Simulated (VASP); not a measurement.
Here is a VASP 6.6.1 calculation.

The input INCAR:

```
PREC     = Accurate       # precision mode
ENCUT    = 520            # plane-wave cutoff, eV
EDIFF    = 1E-8           # SCF threshold, eV
ISMEAR   = -1             # smearing method
SIGMA    = 0.02           # smearing width, eV
LREAL    = False          # projectors in reciprocal space
LASPH    = True           # aspherical terms in the spheres
NELM     = 80             # most SCF steps
ALGO     = Normal         # electronic algorithm
ISIF     = 2              # what is computed and relaxed
LWAVE    = False          # write WAVECAR
LCHARG   = False          # write CHGCAR
GGA      = PE             # functional
LEFG     = True         
NBANDS   = 26             # bands
```

KPOINTS

```
Automatic mesh
0
Gamma
  5 5 6
```

The input POSCAR:

```
CuI
1.0
    3.6827131944     -3.6609304058      0.0000000000
    3.6827131944      3.6609304058      0.0000000000
    0.0000000000      0.0000000000      4.2487878631
Cu I
2 2
Direct
    0.4204388300      0.5795611700      0.7500000000
    0.5795611700      0.4204388300      0.2500000000
    0.7700426800      0.2299573200      0.7500000000
    0.2299573200      0.7700426800      0.2500000000
```

Potentials or basis: VASP PAW PBE potentials, release 64 (Cu, I).

Command:

```bash
$ cat potpaw_PBE.64/Cu/POTCAR potpaw_PBE.64/I/POTCAR > POTCAR
$ mpirun -np 1 vasp_std > vasp.out
```

Q: Predict the band gap on the k mesh.

A: 1.08 eV, direct.

Q: What does it give for the largest force?

A: 0.512 eV/Å.

Q: Estimate the pressure.

A: 3.3 GPa.

Electric field gradients, principal values (V/Å²):
```tsv
atom	least	middle	greatest (by size)
1 Cu	-16.726	-44.572	61.298
2 Cu	-16.726	-44.572	61.298
3 I	98.745	290.096	-388.842
4 I	98.745	290.096	-388.842
```

Caveat: without QUAD_EFG the Cq values of the log hold for a quadrupole moment of 1 mb, not for the nuclei; spin-orbit coupling is left out, which moves the levels of the heavy elements. A k mesh can miss the band edges.
